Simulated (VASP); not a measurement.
# WS2 (R3m) in VASP: notebook, part 2 of 2

VASP 6.6.1. The steps go on from the part before.

### Step 3. Single point, LDA

This run uses another cell than the first one, of 17.74 Å³/atom.

The input, INCAR:

```
SYSTEM = WS2
PREC = Accurate ; ENCUT = 520
EDIFF = 1E-6 ; ISMEAR = 0
SIGMA = 0.1 ; LREAL = .False.
LASPH = .True. ; NELM = 60
ALGO = Normal ; ISIF = 2
LWAVE = .False. ; LCHARG = .False.
GGA = CA ; NBANDS = 20
```

The input, KPOINTS:

```
Automatic mesh
0
Gamma
  10 10 10
  0 0 0
```

The input, POSCAR:

```
WS2
1.0
    1.5790000000      0.9116360751      6.1633333333
   -1.5790000000      0.9116360751      6.1633333333
    0.0000000000     -1.8232721501      6.1633333333
W S
1 2
Direct
    0.0000000000      0.0000000000      0.0000000000
    0.5810000000      0.5810000000      0.5810000000
    0.7503000000      0.7503000000      0.7503000000
```

Potentials or basis: VASP PAW LDA potentials, release 64 (W_sv, S).

The run is started by

```bash
$ cat potpaw_LDA.64/W_sv/POTCAR potpaw_LDA.64/S/POTCAR > POTCAR
$ mpirun -np 1 vasp_std > vasp.out
```

It took 3.9 min on 1 thread of AMD EPYC 9R14 (Zen 4), shared host; peak memory 0.29 GiB.

It converged, with:

```
Free energy            : -26.2416 eV
Pressure               : -3.3 GPa
Largest force          : 0.587 eV/Å
Band gap on the k mesh : 0.99 eV (least direct gap 2.23 eV)
```

Forces in eV/Å, atoms in the order of the input:
```
W    0.000  0.000 -0.587
S    0.000  0.000  0.521
S    0.000  0.000  0.067
```

Stress tensor (GPa, compression positive):
```
-3.43  0.00  0.00
 0.00 -3.43  0.00
 0.00  0.00 -2.93
```

Levels at points of the mesh, in eV from the valence-band top:
```csv
k point,band 10,band 11,band 12,band 13,band 14,band 15,band 16,band 17
"(0.00, 0.00, 0.00)",-2.29,-2.29,-1.54,-1.25,2.17,2.17,2.53,2.53
"(0.50, 0.00, 0.00)",-4.16,-2.55,-1.78,-1.72,2.25,2.54,3.57,3.84
"(0.50, 0.50, 0.00)",-4.08,-3.17,-1.98,-1.53,2.21,2.66,3.16,4.35
"(0.50, 0.50, 0.50)",-3.56,-2.26,-2.26,0.00,2.29,2.29,2.37,2.37
```

Caveat: the cell stands under tension; spin-orbit coupling is left out, which moves the levels of the heavy elements.

### Step 4. Single point, LDA

This run uses another cell than the first one, of 17.74 Å³/atom.

The input, INCAR:

```
SYSTEM = WS2
PREC = Accurate ; ENCUT = 520
EDIFF = 1E-7 ; ISMEAR = 0
SIGMA = 0.1 ; LREAL = .FALSE.
LASPH = .TRUE. ; NELM = 80
ALGO = Normal ; ISIF = 2
LWAVE = .FALSE. ; LCHARG = .FALSE.
GGA = CA ; NBANDS = 20
```

The input, KPOINTS:

```
regular mesh
0
G
  10 10 10
  0 0 0
```

The input, POSCAR:

```
WS2
1.0
    1.5790000000      0.9116360751      6.1633333333
   -1.5790000000      0.9116360751      6.1633333333
    0.0000000000     -1.8232721501      6.1633333333
S W
2 1
Direct
    0.4190000000      0.4190000001      0.4190000000
    0.2497000000      0.2497000000      0.2497000000
    0.0000000000      0.0000000000      0.0000000000
```

Potentials or basis: VASP PAW LDA potentials, release 64 (S, W_sv).

The run is started by

```bash
$ cat potpaw_LDA.64/S/POTCAR potpaw_LDA.64/W_sv/POTCAR > POTCAR
$ mpirun -np 1 vasp_std > vasp.out
```

It took 4.2 min on 1 thread of AMD EPYC 9R14 (Zen 4), shared host; peak memory 0.29 GiB.

Results (log left out):

```
Free energy            : -26.2416 eV
Pressure               : -3.3 GPa
Largest force          : 0.587 eV/Å
Band gap on the k mesh : 0.99 eV (least direct gap 2.23 eV)
```

Forces in eV/Å, atoms in the order of the input:
```
S    0.000  0.000 -0.520
S    0.000  0.000 -0.067
W    0.000  0.000  0.587
```

Stress tensor (GPa, compression positive):
```
-3.44  0.00  0.00
 0.00 -3.44  0.00
 0.00  0.00 -2.96
```

Levels at points of the mesh, in eV from the valence-band top:
| k point | band 9 | band 10 | band 11 | band 12 | band 13 | band 14 | band 15 | band 16 | band 17 | band 18 |
| --- | --- | --- | --- | --- | --- | --- | --- | --- | --- | --- |
| (0.00, 0.00, 0.00) | -3.54 | -2.29 | -2.29 | -1.54 | -1.25 | 2.17 | 2.17 | 2.53 | 2.53 | 4.65 |
| (0.50, 0.00, 0.00) | -5.29 | -4.16 | -2.55 | -1.78 | -1.72 | 2.25 | 2.54 | 3.57 | 3.84 | 4.33 |
| (0.50, 0.50, 0.00) | -4.99 | -4.08 | -3.17 | -1.98 | -1.53 | 2.21 | 2.66 | 3.16 | 4.35 | 4.94 |
| (0.50, 0.50, 0.50) | -3.56 | -3.56 | -2.26 | -2.26 | 0.00 | 2.29 | 2.29 | 2.37 | 2.37 | 4.89 |

Caveat: the cell stands under tension; spin-orbit coupling is left out, which moves the levels of the heavy elements. A k mesh can miss the band edges.

### Step 5. Single point, PBEsol, non-collinear spin, zero start, spin-orbit coupling

This run uses another cell than the first one, of 16.68 Å³/atom.

The input, INCAR:

```
PREC = Accurate
ENCUT = 520
EDIFF = 1E-6
ISMEAR = -5
SIGMA = 0.05
LREAL = F
LASPH = T
NELM = 150
ALGO = Normal
ISIF = 2
LWAVE = F
LCHARG = T
MAGMOM = 0 0 0 0 0 0 0 0 0
LORBIT = 11
LSORBIT = T
GGA_COMPAT = F
LORBMOM = T
LMAXMIX = 4
GGA = PS
LVHAR = T
NBANDS = 39
```

The input, KPOINTS:

```
regular mesh
0
Gamma
  7 7 7
```

The input, POSCAR:

```
WS2
1.0
    1.5467664657      0.8930260354      6.0375157167
   -1.5467664657      0.8930260354      6.0375157167
    0.0000000000     -1.7860520706      6.0375157167
W S
1 2
Direct
    0.0000000000      0.0000000000      0.0000000000
    0.5810000000      0.5810000000      0.5810000000
    0.7503000000      0.7503000000      0.7503000000
```

Potentials or basis: VASP PAW PBE potentials, release 64 (W_sv, S).

The run is started by

```bash
$ cat potpaw_PBE.64/W_sv/POTCAR potpaw_PBE.64/S/POTCAR > POTCAR
$ mpirun -np 1 vasp_ncl > vasp.out
```

Run time: 15 min. Hardware: 1 thread of AMD EPYC 9R14 (Zen 4), shared host; peak memory 0.78 GiB.

The run converged. Its results:

```
Free energy                                           : -25.9159 eV
Pressure                                              : 11.6 GPa
Largest force                                         : 1.517 eV/Å
Net moment                                            : 0.00 μB per cell
Valence electrons inside the program's atomic spheres : W 12.25; S 3.73, 3.74
```

Forces in eV/Å, atoms in the order of the input:
```
W    0.000  0.000 -0.689
S    0.000  0.000 -0.827
S    0.000  0.000  1.517
```

Stress tensor (GPa, compression positive):
```
10.88  0.00  0.00
 0.00 10.88  0.00
 0.00  0.00 12.95
```

Moments on the atoms (μB; x, y, z):
```
W   0.00 0.00 0.00
S   0.00 0.00 0.00
S   0.00 0.00 0.00
```

Caveat: the cell stands under pressure; the PAW data sets were made with another functional, which shifts forces and pressure a little.

### Step 6. Single point, PBEsol, non-collinear spin, zero start, spin-orbit coupling

This run uses another cell than the first one, of 17.03 Å³/atom.

The input, INCAR:

```
SYSTEM = WS2
PREC = Accurate ; ENCUT = 520
EDIFF = 1E-6 ; ISMEAR = -5
SIGMA = 0.05 ; LREAL = .FALSE.
LASPH = .TRUE. ; NELM = 150
ALGO = Normal ; ISIF = 2
LWAVE = .FALSE. ; LCHARG = .TRUE.
MAGMOM = 0 0 0 0 0 0 0 0 0 ; LORBIT = 11
LSORBIT = .TRUE. ; GGA_COMPAT = .FALSE.
LORBMOM = .TRUE. ; LMAXMIX = 4
GGA = PS ; LVHAR = .TRUE.
NBANDS = 39
```

The input, KPOINTS:

```
regular mesh
0
G
  7 7 7
  0 0 0
```

The input, POSCAR:

```
WS2
1.0
    1.5576595461      0.8993151583      6.0800348339
   -1.5576595461      0.8993151583      6.0800348339
    0.0000000000     -1.7986303165      6.0800348339
W S
1 2
Direct
    0.0000000000      0.0000000000      0.0000000000
    0.5810000000      0.5810000000      0.5810000000
    0.7503000000      0.7503000000      0.7503000000
```

Potentials or basis: VASP PAW PBE potentials, release 64 (W_sv, S).

The run is started by

```bash
$ cat potpaw_PBE.64/W_sv/POTCAR potpaw_PBE.64/S/POTCAR > POTCAR
$ mpirun -np 1 vasp_ncl > vasp.out
```

Run time: 15 min. Hardware: 1 thread of AMD EPYC 9R14 (Zen 4), shared host; peak memory 0.78 GiB.

The run converged. Its results:

```yaml
Free_energy: -25.9785 eV
Pressure: 7.2 GPa
Largest_force: 1.070 eV/Å
Net_moment: 0.00 μB per cell
Valence_electrons_inside_the_program's_atomic_spheres: W 12.19; S 3.71, 3.73
```

Forces in eV/Å, atoms in the order of the input:
```
W    0.000  0.000 -0.657
S    0.000  0.000 -0.413
S    0.000  0.000  1.070
```

Stress tensor (GPa, compression positive):
```
6.63 0.00 0.00
0.00 6.63 0.00
0.00 0.00 8.31
```

Moments on the atoms (μB; x, y, z):
```
W   0.00 0.00 0.00
S   0.00 0.00 0.00
S   0.00 0.00 0.00
```

Caveat: the cell stands under pressure; the PAW data sets were made with another functional, which shifts forces and pressure a little.

### Step 7. Overview

```tsv
level	potentials or basis	spin	cell	k mesh	cutoff (eV)	smearing	tolerance level	purpose	dipole correction	gap on the mesh (eV)	pressure (GPa)	moment (μB)	largest force (eV/Å)
PBE	VASP PAW PBE potentials, release 64 (W_sv, S)	off	a = 6.368 Å, angles 28.7°, 3 atoms, atomic positions A	16 × 16 × 16	690	gaussian 0.03 eV	tight	forces	-	1.03	2.3	-	0.68
LDA	VASP PAW LDA potentials, release 64 (W_sv, S)	off	a = 6.427 Å, angles 28.4°, 3 atoms, atomic positions B	10 × 10 × 10	520	gaussian 0.1 eV	-	-	no	0.99	-3.3	-	0.59
LDA	VASP PAW LDA potentials, release 64 (S, W_sv)	off	a = 6.427 Å, angles 28.4°, 3 atoms, atomic positions B	10 × 10 × 10	520	gaussian 0.1 eV	-	-	no	0.99	-3.3	-	0.59
PBEsol	VASP PAW PBE potentials, release 64 (W_sv, S)	non-collinear, zero start, SOC	a = 6.296 Å, angles 28.4°, 3 atoms, atomic positions B	7 × 7 × 7	520	tetrahedron	-	-	no	-	11.6	0.00	1.52
PBEsol	VASP PAW PBE potentials, release 64 (W_sv, S)	non-collinear, zero start, SOC	a = 6.340 Å, angles 28.4°, 3 atoms, atomic positions B	7 × 7 × 7	520	tetrahedron	-	-	no	-	7.2	0.00	1.07
```

Alike in all rows: task single point.

Caveats: spin-orbit coupling is left out, which moves the levels of the heavy elements (at least some runs); the cell stands under tension (at least some runs); the cell stands under pressure (at least some runs); the PAW data sets were made with another functional, which shifts forces and pressure a little (at least some runs).

Total energies depend on the potentials used, so only differences within one code and one set of settings carry meaning.
